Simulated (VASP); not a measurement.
# Hf3Si2 (P4/mbm) in VASP: relaxation of cell and atoms with LDA

Aim: the relaxation of cell and atoms of Hf3Si2 with LDA.

Everything below comes from runs of VASP 6.6.1. Logs are shortened: lines on timing, memory, paths and dates and some standing lists are left out, and cuts for length are marked.

### 1 The cell of the first run

The structure is tetragonal, space group P4/mbm (No. 127). The conventional cell has a = 6.990 Å, b = 6.990 Å, c = 3.663 Å, α = 90.00°, β = 90.00°, γ = 90.00°. Hf (site symmetry m2m) has 6 Si at 2.72 to 2.79 Å and 11 Hf at 3.17 to 3.66 Å within 3.7 Å. Hf (site symmetry 4/m) has 4 Si at 2.77 Å and 10 Hf at 3.17 to 3.66 Å within 3.7 Å. Si (site symmetry m2m) has 1 Si at 2.44 Å and 8 Hf at 2.72 to 2.79 Å within 3.2 Å.

### 2 Relaxation of cell and atoms, LDA

INCAR reads:

```
SYSTEM = Hf3Si2
ALGO = Fast ; EDIFF = 1E-6
EDIFFG = -0.005 ; ENCUT = 600
GGA = CA ; IBRION = 2
ISIF = 3 ; ISMEAR = 0
LASPH = .TRUE. ; LCHARG = .FALSE.
LREAL = .FALSE. ; LWAVE = .FALSE.
NELM = 60 ; NSW = 100
PREC = Accurate ; SIGMA = 0.1
```

KPOINTS reads:

```
k-points
0
G
  6 6 10
  0 0 0
```

POSCAR reads:

```
Hf3Si2
1.0
    6.9898519100      0.0000000000      0.0000000000
    0.0000000000      6.9898519100      0.0000000000
    0.0000000000      0.0000000000      3.6632840200
Hf Si
6 4
Direct
    0.6732293300      0.8267706700      0.5000000000
    0.8267706700      0.3267706700      0.5000000000
    0.3267706700      0.1732293300      0.5000000000
    0.1732293300      0.6732293300      0.5000000000
    0.5000000000      0.5000000000      0.0000000000
    0.0000000000      0.0000000000      0.0000000000
    0.6236027500      0.1236027500      0.0000000000
    0.8763972500      0.6236027500      0.0000000000
    0.1236027500      0.3763972500      0.0000000000
    0.3763972500      0.8763972500      0.0000000000
```

Potentials or basis: VASP PAW LDA potentials, release 64 (Hf_pv, Si).

Launch:

```console
> cat potpaw_LDA.64/Hf_pv/POTCAR potpaw_LDA.64/Si/POTCAR > POTCAR
> mpirun -np 1 vasp_std > vasp.out
```

OUTCAR:

```text
SYSTEM = Hf3Si2
   EDIFF = 1E-6
   EDIFFG = -0.005
   ENCUT = 600
   GGA = CA
   IBRION = 2
   ISIF = 3
   ISMEAR = 0
   LASPH = .TRUE.
   LREAL = .FALSE.
   NELM = 60
   NSW = 100
   PREC = Accurate

 ion  position               nearest neighbor table
   1  0.673  0.827  0.500-   8 2.72   8 2.72  10 2.79   7 2.79   7 2.79  10 2.79   6 3.17   6 3.17
                             5 3.17   5 3.17   3 3.42   2 3.66   4 3.66   2 3.66   4 3.66
   2  0.827  0.327  0.500-   7 2.72   7 2.72   9 2.79   8 2.79   8 2.79   9 2.79   6 3.17   6 3.17
                             5 3.17   5 3.17   4 3.42   3 3.66   1 3.66   1 3.66   3 3.66
   3  0.327  0.173  0.500-   9 2.72   9 2.72  10 2.79   7 2.79   7 2.79  10 2.79   6 3.17   6 3.17
                             5 3.17   5 3.17   1 3.42   2 3.66   4 3.66   4 3.66   2 3.66
   4  0.173  0.673  0.500-  10 2.72  10 2.72   8 2.79   8 2.79   9 2.79   9 2.79   6 3.17   6 3.17
                             5 3.17   5 3.17   2 3.42   1 3.66   3 3.66   3 3.66   1 3.66
   5  0.500  0.500  0.000-   7 2.77   8 2.77   9 2.77  10 2.77   1 3.17   2 3.17   3 3.17   4 3.17
                             1 3.17   2 3.17   3 3.17   4 3.17
   6  0.000  0.000  0.000-   7 2.77   8 2.77   9 2.77  10 2.77   1 3.17   2 3.17   3 3.17   4 3.17
                             1 3.17   2 3.17   3 3.17   4 3.17
   7  0.624  0.124  0.000-  10 2.44   2 2.72   2 2.72   5 2.77   6 2.77   1 2.79   1 2.79   3 2.79
                             3 2.79
   8  0.876  0.624  0.000-   9 2.44   1 2.72   1 2.72   5 2.77   6 2.77   2 2.79   4 2.79   2 2.79
                             4 2.79
   9  0.124  0.376  0.000-   8 2.44   3 2.72   3 2.72   5 2.77   6 2.77   2 2.79   2 2.79   4 2.79
                             4 2.79
  10  0.376  0.876  0.000-   7 2.44   4 2.72   4 2.72   5 2.77   6 2.77   3 2.79   1 2.79   3 2.79
                             1 2.79

  LATTYP: Found a simple tetragonal cell.
 ALAT       =     6.9898519100
 C/A-ratio  =     0.5240860704

  Lattice vectors:

 A1 = (   6.9898519100,   0.0000000000,   0.0000000000)
 A2 = (   0.0000000000,   6.9898519100,   0.0000000000)
 A3 = (   0.0000000000,   0.0000000000,   3.6632840200)

Analysis of symmetry for initial positions (statically):
=====================================================================
 Subroutine PRICEL returns:
 Original cell was already a primitive cell.

 Routine SETGRP: Setting up the symmetry group for a
 simple tetragonal supercell.

 Subroutine GETGRP returns: Found 16 space group operations
 (whereof  8 operations were pure point group operations)
 out of a pool of 16 trial point group operations.

The static configuration has the point symmetry C_4h.
 The point group associated with its full space group is D_4h.

Analysis of symmetry for dynamics (positions and initial velocities):
[... 158 lines left out ...]
   LRPA    =     F    only Hartree local field effects (RPA)
 conjugate gradient relaxation of ions
 non-spin polarized calculation
 RMM-DIIS sequential band-by-band and
 Gauss-broadening in eV      SIGMA  =   0.10
  energy-cutoff  :      600.00
  volume of cell :      178.98
 maximum number of plane-waves:      5998
 NGX is ok and might be reduce to    56
   NGX = 27   NGY = 27   NGZ = 15

--------------------------------------- Ionic step        1  -------------------------------------------

 number of electron      76.0000007 magnetization

 Free energy of the ion-electron system (eV)
  ---------------------------------------------------
  ext. energy  EPLUGINS =         0.00000000
  ---------------------------------------------------
  free energy    TOTEN  =       -96.59678343 eV

  energy without entropy =      -96.56102991  energy(sigma->0) =      -96.57890667

------------------------ aborting loop because EDIFF is reached ----------------------------------------

  FORCE on cell =-STRESS in cart. coord.  units (eV):
  Direction    XX          YY          ZZ          XY          YZ          ZX
  --------------------------------------------------------------------------------------
  -------------------------------------------------------------------------------------
  Total       -6.4325887     -6.4325887     -7.6179556      0.0000000     -0.0000000     -0.0000000
  in kB      -57.5824086    -57.5824086    -68.1934210      0.0000000     -0.0000000     -0.0000000
  external PRESSURE =     -61.1194127 kB  Pullay stress =       0.0000000 kB
[... 113 lines left out ...]
  FREE ENERGIE OF THE ION-ELECTRON SYSTEM (eV)
  ---------------------------------------------------
  free  energy   TOTEN  =       -96.7423240320 eV

  energy  without entropy=      -96.7096449628  energy(sigma->0) =      -96.72598450

[... ionic steps 4 to 9 ...]

--------------------------------------- Ionic step       10  -------------------------------------------

 number of electron      75.9999997 magnetization

------------------------ aborting loop because EDIFF is reached ----------------------------------------
[... 83 lines left out ...]
--------------------------------------- Ionic step       12  -------------------------------------------

 number of electron      75.9999997 magnetization

 Free energy of the ion-electron system (eV)
  ---------------------------------------------------
  ext. energy  EPLUGINS =         0.00000000
  ---------------------------------------------------
  free energy    TOTEN  =       -96.75390243 eV

  energy without entropy =      -96.72362692  energy(sigma->0) =      -96.73876467

 E-fermi :   6.7913     XC(G=0): -11.9009

 val. band max:        6.7898729543   @ k =   0.3333   0.0000   0.3000
 cond. band min:       6.7928824604   @ k =   0.1667   0.1667   0.0000
 fundamental gap:      0.0030095061
 Fermi energy:         6.7913142870

 k-point     1 :       0.0000    0.0000    0.0000
  band No.  band energies     occupation
      1     -23.3449      2.00000
      2     -23.3449      2.00000
      3     -23.2798      2.00000
      4     -23.1785      2.00000
      5     -23.1438      2.00000
      6     -23.1127      2.00000
[... 1141 lines left out ...]
     44       8.9797      0.00000
     45       9.5577      0.00000

 [... further k-points ...]

------------------------ aborting loop because EDIFF is reached ----------------------------------------

  FORCE on cell =-STRESS in cart. coord.  units (eV):
  Direction    XX          YY          ZZ          XY          YZ          ZX
  --------------------------------------------------------------------------------------
  -------------------------------------------------------------------------------------
  Total       -0.0056804     -0.0056804     -0.0016843      0.0000000      0.0000000     -0.0000000
  in kB       -0.0530592     -0.0530592     -0.0157330      0.0000000      0.0000000     -0.0000000
  external PRESSURE =      -0.0406171 kB  Pullay stress =       0.0000000 kB
[... 25 lines left out ...]
  FREE ENERGIE OF THE ION-ELECTRON SYSTEM (eV)
  ---------------------------------------------------
  free  energy   TOTEN  =       -96.7539024263 eV

  energy  without entropy=      -96.7236269165  energy(sigma->0) =      -96.73876467

 reached required accuracy - stopping structural energy minimisation
```

CONTCAR:

```text
Hf3Si2
   1.00000000000000
     6.9286406338271123   -0.0000000000000000    0.0000000000000000
    -0.0000000000000000    6.9286406338271123   -0.0000000000000000
    -0.0000000000000000   -0.0000000000000000    3.5729969516778710
  Hf              Si
     6     4
Direct
     0.6743724014669642    0.8256275985330358    0.5000000000000000
     0.8256275985330358    0.3256275985330356    0.5000000000000000
     0.3256275985330356    0.1743724014669644    0.5000000000000000
     0.1743724014669644    0.6743724014669642    0.5000000000000000
     0.5000000000000000    0.5000000000000000    0.0000000000000000
     0.0000000000000000    0.0000000000000000    0.0000000000000000
     0.6235165657321137    0.1235165657321136    0.0000000000000000
     0.8764834342678863    0.6235165657321137    0.0000000000000000
     0.1235165657321136    0.3764834342678863    0.0000000000000000
     0.3764834342678863    0.8764834342678863    0.0000000000000000

  0.00000000E+00  0.00000000E+00  0.00000000E+00
  0.00000000E+00  0.00000000E+00  0.00000000E+00
  0.00000000E+00  0.00000000E+00  0.00000000E+00
  0.00000000E+00  0.00000000E+00  0.00000000E+00
  0.00000000E+00  0.00000000E+00  0.00000000E+00
  0.00000000E+00  0.00000000E+00  0.00000000E+00
  0.00000000E+00  0.00000000E+00  0.00000000E+00
  0.00000000E+00  0.00000000E+00  0.00000000E+00
  0.00000000E+00  0.00000000E+00  0.00000000E+00
  0.00000000E+00  0.00000000E+00  0.00000000E+00
```

It took 48 min on 1 thread of Oxide Virtual Turin-like, shared host; peak memory 0.52 GiB.

What came out:

* Free energy: -96.7539 eV
* Relaxed volume: 17.15 Å³/atom
* Relaxed cell: a = 6.929 Å, b = 6.929 Å, c = 3.573 Å, α = 90.00°, β = 90.00°, γ = 90.00°
* Space group after relaxing (to 0.1 Å): P4/mbm (No. 127)
* Energy gained by relaxing: 15.7 meV/atom
* Ionic steps: 12
* Pressure after relaxing: 0.0 GPa
* Band gap on the k mesh: zero (bands 38 and 39 overlap by 1.35 eV)

The path:
```csv
step,energy change (eV),largest force (eV/Å),pressure (GPa),volume (Å³)
1,0.0000,0.0794,-6.11,178.98
2,0.1664,0.1272,10.84,161.87
3,-0.1455,0.1028,-0.03,171.79
4,-0.1456,0.1032,0.10,171.65
5,-0.1552,0.0434,0.09,171.52
6,-0.1566,0.0500,0.09,171.45
7,-0.1569,0.0164,-0.14,171.69
8,-0.1569,0.0176,-0.13,171.66
9,-0.1571,0.0186,0.03,171.48
10,-0.1571,0.0190,0.02,171.51
11,-0.1571,0.0051,0.00,171.52
12,-0.1571,0.0014,0.00,171.53
```

Final structure:
```
Hf Si
1.0
     6.92864    0.00000    0.00000
     0.00000    6.92864    0.00000
     0.00000    0.00000    3.57300
Hf Si
6 4
Direct
  0.67437 0.82563 0.50000
  0.82563 0.32563 0.50000
  0.32563 0.17437 0.50000
  0.17437 0.67437 0.50000
  0.50000 0.50000 0.00000
  0.00000 0.00000 0.00000
  0.62352 0.12352 0.00000
  0.87648 0.62352 0.00000
  0.12352 0.37648 0.00000
  0.37648 0.87648 0.00000
```

Caveat: spin-orbit coupling is left out, which moves the levels of the heavy elements.
